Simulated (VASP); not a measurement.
# C (Cmmm) in VASP: notebook, part 2 of 2

VASP 6.6.1. Earlier steps stand in the parts before.

## (4) Single point, PBE, collinear spin, ferromagnetic start

This run uses another cell than the first one, of 4.45 Å³/atom, 0.413 times its volume.

File INCAR:

```
SYSTEM = C
PREC = Accurate
ENCUT = 600
EDIFF = 1E-6
ISMEAR = 0
SIGMA = 0.1
LREAL = .False.
LASPH = .True.
NELM = 200
ALGO = Normal
ISIF = 2
LWAVE = .False.
LCHARG = .False.
ISPIN = 2
MAGMOM = 1 1 1 1 1 1
LORBIT = 11
GGA = PE
NBANDS = 25
GGA_COMPAT = .False.
```

File KPOINTS:

```
Automatic mesh
0
Gamma
  8 8 4
  0 0 0
```

File POSCAR:

```
C
1.0
    1.5353330500     -1.8762272500      0.0000000000
    1.5353330500      1.8762272500      0.0000000000
    0.0000000000      0.0000000000      4.6349994900
C
6
Direct
    0.2078974700      0.7921025300      0.6677314300
    0.7921025300      0.2078974700      0.6677314300
    0.7921025300      0.2078974700      0.3322685700
    0.2078974700      0.7921025300      0.3322685700
    0.2921958800      0.7078041200      0.0000000000
    0.7078041200      0.2921958800      0.0000000000
```

Potentials or basis: VASP PAW PBE potentials, release 64 (C).

Launch:

```sh
$ cat potpaw_PBE.64/C/POTCAR > POTCAR
$ mpirun -np 1 vasp_std > vasp.out
```

OUTCAR:

```text
SYSTEM = C
   PREC = Accurate
   ENCUT = 600
   EDIFF = 1E-6
   ISMEAR = 0
   LREAL = .False.
   LASPH = .True.
   NELM = 200
   ISIF = 2
   ISPIN = 2
   LORBIT = 11
   GGA = PE

 ion  position               nearest neighbor table
   1  0.208  0.792  0.668-   4 1.55   2 1.56   2 1.57   2 1.57   5 1.57
   2  0.792  0.208  0.668-   3 1.55   1 1.56   1 1.57   1 1.57   6 1.57
   3  0.792  0.208  0.332-   2 1.55   4 1.56   4 1.57   4 1.57   6 1.57
   4  0.208  0.792  0.332-   1 1.55   3 1.56   3 1.57   3 1.57   5 1.57
   5  0.292  0.708  0.000-   6 1.56   6 1.57   6 1.57   1 1.57   4 1.57
   6  0.708  0.292  0.000-   5 1.56   5 1.57   5 1.57   2 1.57   3 1.57
[... 1544 lines left out ...]
      1.53533      1.09610      3.09493         0.000000      3.151563      1.101326
      1.53533     -1.09610      3.09493         0.000000     -3.151563      1.101326
      1.53533     -1.09610      1.54006         0.000000     -3.151563     -1.101326
      1.53533      1.09610      1.54006         0.000000      3.151563     -1.101326
      1.53533      0.77978      0.00000         0.000000     -4.291525      0.000000
      1.53533     -0.77978      0.00000         0.000000      4.291525     -0.000000
 -----------------------------------------------------------------------------------
    total drift:                               -0.000000     -0.000000     -0.000000

  FREE ENERGIE OF THE ION-ELECTRON SYSTEM (eV)
  ---------------------------------------------------
  free  energy   TOTEN  =       -38.7324174138 eV

  energy  without entropy=      -38.7261004430  energy(sigma->0) =      -38.72925893

 total charge

# of ion       s       p       d       tot
------------------------------------------
    1        0.891   1.737   0.000   2.628
    2        0.891   1.737   0.000   2.628
    3        0.891   1.737   0.000   2.628
    4        0.891   1.737   0.000   2.628
    5        0.886   1.734   0.000   2.620
    6        0.886   1.734   0.000   2.620
--------------------------------------------------
tot          5.335  10.418   0.000  15.753

 magnetization (x)

# of ion       s       p       d       tot
------------------------------------------
    1        0.000  -0.000   0.000  -0.000
    2        0.000  -0.000   0.000  -0.000
    3        0.000  -0.000   0.000  -0.000
    4        0.000  -0.000   0.000  -0.000
    5        0.000  -0.000   0.000  -0.000
    6        0.000  -0.000   0.000  -0.000
--------------------------------------------------
tot          0.000  -0.000   0.000  -0.000
```

OSZICAR:

```text
N       E                     dE             d eps       ncg     rms          rms(c)
DAV:   1     0.594613173953E+02    0.59461E+02   -0.14155E+04  6300   0.108E+03
DAV:   2    -0.344194710771E+02   -0.93881E+02   -0.88865E+02  8057   0.218E+02
DAV:   3    -0.374436711410E+02   -0.30242E+01   -0.29874E+01  8113   0.310E+01
DAV:   4    -0.374542679554E+02   -0.10597E-01   -0.10591E-01  7344   0.205E+00
DAV:   5    -0.374543014769E+02   -0.33521E-04   -0.33510E-04  8042   0.108E-01    0.136E+01
DAV:   6    -0.389009988603E+02   -0.14467E+01   -0.61962E-01  7298   0.459E+00    0.558E+00
DAV:   7    -0.387360640322E+02    0.16493E+00   -0.35434E-01  7266   0.352E+00    0.281E+00
DAV:   8    -0.387272904226E+02    0.87736E-02   -0.88612E-02  7334   0.201E+00    0.145E+00
DAV:   9    -0.387322459864E+02   -0.49556E-02   -0.66545E-03  7407   0.618E-01    0.400E-01
DAV:  10    -0.387324045267E+02   -0.15854E-03   -0.12688E-03  7569   0.230E-01    0.148E-01
DAV:  11    -0.387323860211E+02    0.18506E-04   -0.43065E-04  7459   0.142E-01    0.291E-02
DAV:  12    -0.387324146932E+02   -0.28672E-04   -0.36199E-05  7371   0.476E-02    0.106E-02
DAV:  13    -0.387324165919E+02   -0.18986E-05   -0.17093E-06  6660   0.111E-02    0.503E-03
DAV:  14    -0.387324174138E+02   -0.82195E-06   -0.48823E-07  4094   0.543E-03
   1 F= -.38732417E+02 E0= -.38729259E+02  d E =-.631697E-02  mag=     0.0000
```

It took 72 s on 1 thread of Intel Xeon Platinum 8259CL at 2.50GHz (Skylake/Cascade Lake), shared host; peak memory 0.19 GiB.

What came out:

- Free energy: -38.7324 eV
- Pressure: 145.0 GPa
- Largest force: 4.292 eV/Å
- Band gap on the k mesh: zero (filled and empty bands overlap)
- Net moment: 0.00 μB per cell
- Valence electrons inside the program's atomic spheres: C 2.63, 2.62

Forces on the atoms (eV/Å):
```
C    0.000  3.152  1.101
C    0.000 -3.152  1.101
C    0.000 -3.152 -1.101
C    0.000  3.152 -1.101
C    0.000 -4.292  0.000
C    0.000  4.292  0.000
```

Caveat: forces of over 1 eV/Å act on the atoms, so gaps and moduli don't describe the material at rest.

## (5) Summary

| spin | cell | k mesh | gap on the mesh (eV) | pressure (GPa) | largest force (eV/Å) |
| --- | --- | --- | --- | --- | --- |
| off | a = 2.467, b = 2.467, c = 12.266 Å, angles 90.0, 90.0, 120.0°, 6 atoms | 8 × 8 × 4 | 1.67 | 0.1 | - |
| off | a = 2.467, b = 2.467, c = 12.266 Å, angles 90.0, 90.0, 120.0°, 6 atoms | 12 × 12 × 2 | none | 0.1 | 0.01 |
| collinear, ferromagnetic start | a = 2.424, b = 2.424, c = 4.635 Å, angles 90.0, 90.0, 101.4°, 6 atoms | 8 × 8 × 4 | none | 145.0 | 4.29 |

Alike in all rows: task single point; level PBE; potentials or basis VASP PAW PBE potentials, release 64 (C); cutoff (eV) 600; smearing gaussian 0.1 eV.

Caveats: this functional lacks dispersion, which binds the layers, so the pressure and a relaxed spacing across them are unreliable (some runs); forces of over 1 eV/Å act on the atoms, so gaps and moduli don't describe the material at rest (some runs).

Total energies depend on the potentials used, so only differences within one code and one set of settings carry meaning.
